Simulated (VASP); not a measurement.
# TiCo2 (I4_1/amd) in VASP: single point with PBEsol

Aim: the single point of TiCo2 with PBEsol.

Everything below comes from runs of VASP 6.6.1. Logs are shortened: lines on timing, memory, paths and dates and some standing lists are left out, and cuts for length are marked.

## (1) The cell of the first run

It takes space group I4_1/amd (No. 141, tetragonal). Conventional cell: a = 4.263 Å, b = 4.263 Å, c = 6.553 Å, α = 90.00°, β = 90.00°, γ = 90.00°. Ti (site symmetry -4m2) has 12 Co at 2.52 to 2.68 Å and 4 Ti at 2.69 Å within 3.3 Å. Within 2.8 Å of Co (site symmetry 2/m) lie 6 Co at 2.13 to 2.23 Å and 6 Ti at 2.52 to 2.68 Å.

## (2) Single point, PBEsol (strain -0.080 along x and y, +0.000 along z)

The input, INCAR:

```
SYSTEM = TiCo2
PREC = Accurate
ENCUT = 520
EDIFF = 1E-6
ISMEAR = 0
SIGMA = 0.15
LREAL = .FALSE.
LASPH = .TRUE.
NELM = 80
ALGO = Fast
ISIF = 2
LWAVE = .FALSE.
LCHARG = .TRUE.
GGA = PS
LELF = .TRUE.
LVHAR = .TRUE.
NBANDS = 39
```

The input, KPOINTS:

```
Automatic mesh
0
G
  12 12 12
  0 0 0
```

The input, POSCAR:

```
TiCo2
1.0
    0.0000000000      3.0142128540      3.2763183196
    3.0142128540      0.0000000000      3.2763183196
    3.0142128540      3.0142128540      0.0000000000
Ti Co
2 4
Direct
    0.5000000000      0.5000000000      0.5000000000
    0.7500000000      0.7500000000      0.7500000000
    0.1250000000      0.1250000000      0.1250000000
    0.6250000000      0.1250000000      0.1250000000
    0.1250000000      0.1250000000      0.6250000000
    0.1250000000      0.6250000000      0.1250000000
```

Potentials or basis: VASP PAW PBE potentials, release 64 (Ti_sv, Co).

Command:

```console
$ cat potpaw_PBE.64/Ti_sv/POTCAR potpaw_PBE.64/Co/POTCAR > POTCAR
$ mpirun -np 1 vasp_std > vasp.out
```

OUTCAR:

```text
SYSTEM = TiCo2
   PREC = Accurate
   ENCUT = 520
   EDIFF = 1E-6
   ISMEAR = 0
   LREAL = .FALSE.
   LASPH = .TRUE.
   NELM = 80
   ISIF = 2
   GGA = PS

 ion  position               nearest neighbor table
   1  0.500  0.500  0.500-   3 2.52   5 2.52   3 2.52   5 2.52   4 2.52   6 2.52   4 2.52   6 2.52
                             6 2.68   3 2.68   5 2.68   4 2.68   2 2.69   2 2.69   2 2.69   2 2.69
   2  0.750  0.750  0.750-   4 2.52   6 2.52   4 2.52   6 2.52   3 2.52   5 2.52   3 2.52   5 2.52
                             3 2.68   5 2.68   4 2.68   6 2.68   1 2.69   1 2.69   1 2.69   1 2.69
   3  0.125  0.125  0.125-   5 2.13   5 2.13   6 2.23   4 2.23   6 2.23   4 2.23   1 2.52   2 2.52
                             1 2.52   2 2.52   1 2.68   2 2.68
   4  0.625  0.125  0.125-   6 2.13   6 2.13   3 2.23   3 2.23   5 2.23   5 2.23   2 2.52   2 2.52
                             1 2.52   1 2.52   2 2.68   1 2.68
   5  0.125  0.125  0.625-   3 2.13   3 2.13   4 2.23   6 2.23   6 2.23   4 2.23   1 2.52   2 2.52
                             1 2.52   2 2.52   1 2.68   2 2.68
   6  0.125  0.625  0.125-   4 2.13   4 2.13   3 2.23   3 2.23   5 2.23   5 2.23   2 2.52   2 2.52
                             1 2.52   1 2.52   1 2.68   2 2.68

  LATTYP: Found a body centered tetragonal cell.
 ALAT       =     4.2627406980
 C/A-ratio  =     1.5371886548

  Lattice vectors:

 A1 = (  -3.0142128540,   0.0000000000,   3.2763183196)
 A2 = (   3.0142128540,   0.0000000000,   3.2763183196)
 A3 = (   0.0000000000,   3.0142128540,  -3.2763183196)

Analysis of symmetry for initial positions (statically):
=====================================================================
 Subroutine PRICEL returns:
 Original cell was already a primitive cell.

 Routine SETGRP: Setting up the symmetry group for a
 body centered tetragonal supercell.

 Subroutine GETGRP returns: Found 16 space group operations
 (whereof  8 operations were pure point group operations)
 out of a pool of 16 trial point group operations.

The static configuration has the point symmetry D_2d.
 The point group associated with its full space group is D_4h.

Analysis of symmetry for dynamics (positions and initial velocities):
=====================================================================
 Subroutine PRICEL returns:
 Original cell was already a primitive cell.

 Routine SETGRP: Setting up the symmetry group for a
 body centered tetragonal supercell.

 Subroutine GETGRP returns: Found 16 space group operations
 (whereof  8 operations were pure point group operations)
 out of a pool of 16 trial point group operations.

The dynamic configuration has the point symmetry D_2d.
 The point group associated with its full space group is D_4h.

 Subroutine INISYM returns: Found 16 space group operations
 (whereof  8 operations are pure point group operations),
 and found     1 'primitive' translations

----------------------------------------------------------------------------------------

                                     Primitive cell

  volume of cell :      59.5338

  direct lattice vectors                    reciprocal lattice vectors
     0.000000000  3.014212854  3.276318320    -0.165880787  0.165880787  0.152610324
     3.014212854  0.000000000  3.276318320     0.165880787 -0.165880787  0.152610324
     3.014212854  3.014212854  0.000000000     0.165880787  0.165880787 -0.152610324

  length of vectors
     4.451936754  4.451936754  4.262740698     0.279862077  0.279862077  0.279862077

  position of ions in fractional coordinates (direct lattice)
     0.500000000  0.500000000  0.500000000
     0.750000000  0.750000000  0.750000000
     0.125000000  0.125000000  0.125000000
     0.625000000  0.125000000  0.125000000
     0.125000000  0.125000000  0.625000000
     0.125000000  0.625000000  0.125000000

  ion indices of the primitive-cell ions
   primitive index   ion index
                 1           1
                 2           2
                 3           3
                 4           4
                 5           5
                 6           6

----------------------------------------------------------------------------------------

 KPOINTS: Automatic mesh

Automatic generation of k-mesh.
 Grid dimensions read from file:
 generate k-points for:   12   12   12

 Generating k-lattice:

  Cartesian coordinates                     Fractional coordinates (reciprocal lattice)
    -0.013823399  0.013823399  0.012717527     0.083333333  0.000000000  0.000000000
     0.013823399 -0.013823399  0.012717527     0.000000000  0.083333333  0.000000000
     0.013823399  0.013823399 -0.012717527     0.000000000  0.000000000  0.083333333

  Length of vectors
     0.023321840  0.023321840  0.023321840

  Shift w.r.t. Gamma in fractional coordinates (k-lattice)
     0.000000000  0.000000000  0.000000000

 Subroutine IBZKPT returns following result:
 ===========================================

 Found    163 irreducible k-points:

 Following reciprocal coordinates:
            Coordinates               Weight
  0.000000  0.000000  0.000000      1.000000
  0.083333 -0.000000  0.000000      8.000000
  0.166667  0.000000  0.000000      8.000000
  0.250000  0.000000  0.000000      8.000000
  0.333333  0.000000  0.000000      8.000000
  0.416667  0.000000  0.000000      8.000000
[... 16 lines left out ...]
  0.500000  0.166667  0.000000      8.000000
 -0.416667  0.166667  0.000000      8.000000
 [... further k-points ...]
   k-points           NKPTS =    163   k-points in BZ     NKDIM =    163   number of bands    NBANDS=     39
   number of dos      NEDOS =    301   number of ions     NIONS =      6
   total plane-waves  NPLWV =  41472
   dimension x,y,z NGX =    36 NGY =   36 NGZ =   32
   dimension x,y,z NGXF=    72 NGYF=   72 NGZF=   64
   ions per type =               2   4
   NGX,Y,Z   is equivalent  to a cutoff of  13.44, 13.44, 12.48 a.u.
   NGXF,Y,Z  is equivalent  to a cutoff of  26.89, 26.89, 24.96 a.u.
 SYSTEM =  TiCo2
   PREC   = accura    normal or accurate (medium, high low for compatibility)
   ISTART =      0    job   : 0-new  1-cont  2-samecut
   ICHARG =      2    charge: 1-file 2-atom 10-const
   ISPIN  =      1    spin polarized calculation?
   LNONCOLLINEAR =      F non collinear calculations
   LSORBIT =      F    spin-orbit coupling
   LASPH  =      T    aspherical Exc in radial PAW
   ENCUT  =  520.0 eV  38.22 Ry    6.18 a.u.   8.28  8.28  7.93*2*pi/ulx,y,z
   NELM   =     80;   NELMIN=  2; NELMDL= -5     # of ELM steps
   EDIFF  = 0.1E-05   stopping-criterion for ELM
   LREAL  =      F    real-space projection
   EDIFFG = 0.1E-04   stopping-criterion for IOM
   NSW    =      0    number of steps for IOM
   IBRION =     -1    ionic relax: 0-MD 1-quasi-New 2-CG
   NFREE  =      0    steps in history (QN), initial steepest desc. (CG)
   ISIF   =      2    stress and relaxation
   ISYM   =      2    0-nonsym 1-usesym 2-fastsym
   POTIM  = 0.5000    time-step for ionic-motion
   TEBEG  =    0.0;   TEEND  =   0.0 temperature during run
   PSTRESS=    0.0 pullay stress
   NELECT =      60.0000    total number of electrons
   NUPDOWN=      -1.0000    fix difference up-down
   EMIN   =  10.00;   EMAX   =-10.00  energy-range for DOS
   EFERMI =   0.00;   METHOD = LEGACY
   ISMEAR =     0;   SIGMA  =   0.15  broadening in eV -4-tet -1-fermi 0-gaus
   EFERMI_NEDOS =   21; number of points for ismear=-14 and -15
   IALGO  =     68    algorithm
   IMIX   =      4    mixing-type and parameters
     AMIX     =   0.40;   BMIX     =  1.00
     AMIX_MAG =   1.60;   BMIX_MAG =  1.00
  volume/ion in A,a.u.               =       9.92        66.96
  Fermi-wavevector in a.u.,A,eV,Ry     =   1.641360  3.101721 36.654964  2.694064
  Thomas-Fermi vector in A             =   2.731844
   LORBIT       =      0    0 simple, 1 ext, 2 COOP (PROOUT), +10 PAW based schemes
   GGA     = PS    functional components
   LHFCALC =     F    Hartree Fock is set to
   AEXX    =    0.0000 exact exchange contribution
   IVDW    =     0    specifies the selected vdW correction
   LEPSILON=     F    determine dielectric tensor
   LRPA    =     F    only Hartree local field effects (RPA)
 non-spin polarized calculation
 RMM-DIIS sequential band-by-band and
 Gauss-broadening in eV      SIGMA  =   0.15
  energy-cutoff  :      520.00
  volume of cell :       59.53
 maximum number of plane-waves:      1628
 NGX is ok and might be reduce to    36
   NGX = 17   NGY = 17   NGZ = 15

 number of electron      59.9999995 magnetization

 Free energy of the ion-electron system (eV)
  ---------------------------------------------------
  ext. energy  EPLUGINS =         0.00000000
  ---------------------------------------------------
  free energy    TOTEN  =       -47.96913948 eV

  energy without entropy =      -47.89019660  energy(sigma->0) =      -47.92966804

 E-fermi :  13.2119     XC(G=0): -14.2959

 val. band max:       13.2115539674   @ k =  -0.4167   0.3333   0.0833
 cond. band min:      13.2128546900   @ k =   0.3333   0.0000   0.2500
 fundamental gap:      0.0013007226
 Fermi energy:        13.2119183145

 k-point     1 :       0.0000    0.0000    0.0000
  band No.  band energies     occupation
      1     -43.3552      2.00000
      2     -43.1462      2.00000
      3     -19.9119      2.00000
      4     -19.8560      2.00000
      5     -19.8560      2.00000
      6     -19.4998      2.00000
[... 31 lines left out ...]
     38      15.1084      0.00000
     39      16.4025      0.00000

 k-point     2 :       0.0833   -0.0000    0.0000
  band No.  band energies     occupation
      1     -43.3525      2.00000
      2     -43.1489      2.00000
      3     -19.9126      2.00000
      4     -19.8587      2.00000
      5     -19.8569      2.00000
      6     -19.5004      2.00000
[... 913 lines left out ...]
     38      15.4760      0.00000
     39      16.3306      0.00000

 k-point    24 :      -0.4167    0.1667    0.0000
  band No.  band energies     occupation
      1     -43.2931      2.00000
      2     -43.2075      2.00000
      3     -19.9668      2.00000
      4     -19.9001      2.00000
      5     -19.8263      2.00000
      6     -19.5486      2.00000
[... 31 lines left out ...]
     38      15.3360      0.00000
     39      16.1110      0.00000

 [... further k-points ...]

------------------------ aborting loop because EDIFF is reached ----------------------------------------

  FORCE on cell =-STRESS in cart. coord.  units (eV):
  Direction    XX          YY          ZZ          XY          YZ          ZX
  --------------------------------------------------------------------------------------
  -------------------------------------------------------------------------------------
  Total       23.4702500     23.4702500     14.2775895      0.0000000     -0.0000000      0.0000000
  in kB      631.6323665    631.6323665    384.2390980      0.0000000     -0.0000000      0.0000000
  external PRESSURE =     549.1679437 kB  Pullay stress =       0.0000000 kB

 VOLUME and BASIS-vectors are now :
 -----------------------------------------------------------------------------
  energy-cutoff  :      520.00
  volume of cell :       59.53
      direct lattice vectors                 reciprocal lattice vectors
     0.000000000  3.014212854  3.276318320    -0.165880787  0.165880787  0.152610324
     3.014212854  0.000000000  3.276318320     0.165880787 -0.165880787  0.152610324
     3.014212854  3.014212854  0.000000000     0.165880787  0.165880787 -0.152610324

 POSITION                                       TOTAL-FORCE (eV/Angst)
 -----------------------------------------------------------------------------------
      3.01421      3.01421      3.27632        -0.000000      0.000000     -0.000000
      4.52132      4.52132      4.91448        -0.000000     -0.000000     -0.000000
      0.75355      0.75355      0.81908         0.000000      0.000000      0.000000
      0.75355      2.26066      2.45724         0.000000      0.000000      0.000000
      2.26066      2.26066      0.81908         0.000000      0.000000     -0.000000
      2.26066      0.75355      2.45724         0.000000      0.000000     -0.000000
 -----------------------------------------------------------------------------------
    total drift:                                0.000000      0.000000      0.000000

  FREE ENERGIE OF THE ION-ELECTRON SYSTEM (eV)
  ---------------------------------------------------
  free  energy   TOTEN  =       -47.9691394764 eV

  energy  without entropy=      -47.8901965985  energy(sigma->0) =      -47.92966804
```

It took 30 min on 1 thread of Intel Xeon 8259CL, shared host; peak memory 0.43 GiB.

Results:

| Property | Result |
| --- | --- |
| Free energy | -47.9691 eV |
| Pressure | 54.9 GPa |
| Band gap on the k mesh | zero (bands 30 and 31 overlap by 0.80 eV) |

Levels at points of the mesh, in eV from the Fermi level:
| k point | band 26 | band 27 | band 28 | band 29 | band 30 | band 31 | band 32 | band 33 | band 34 | band 35 |
| --- | --- | --- | --- | --- | --- | --- | --- | --- | --- | --- |
| (0.00, 0.00, 0.00) | -0.77 | -0.77 | -0.71 | -0.60 | -0.60 | -0.54 | 0.92 | 1.11 | 1.11 | 1.33 |
| (0.50, 0.00, 0.00) | -0.88 | -0.65 | -0.61 | -0.34 | -0.01 | 0.09 | 0.64 | 0.68 | 1.06 | 1.19 |
| (0.50, 0.50, 0.00) | -2.38 | -0.50 | -0.50 | -0.49 | -0.49 | -0.12 | -0.12 | 0.95 | 0.95 | 1.99 |
| (0.50, 0.00, 0.50) | -2.28 | -0.88 | -0.88 | -0.83 | -0.83 | 0.06 | 0.06 | 1.15 | 1.15 | 1.95 |

Caveat: the cell differs from its parent crystal (strain -0.080 along x and y, +0.000 along z); the cell stands under pressure; the PAW data sets were made with another functional, which shifts forces and pressure a little; the run has no spin polarisation, though such a crystal can be magnetic. Spin polarisation is off, so any magnetic state and its effect on volume and gap are missing.
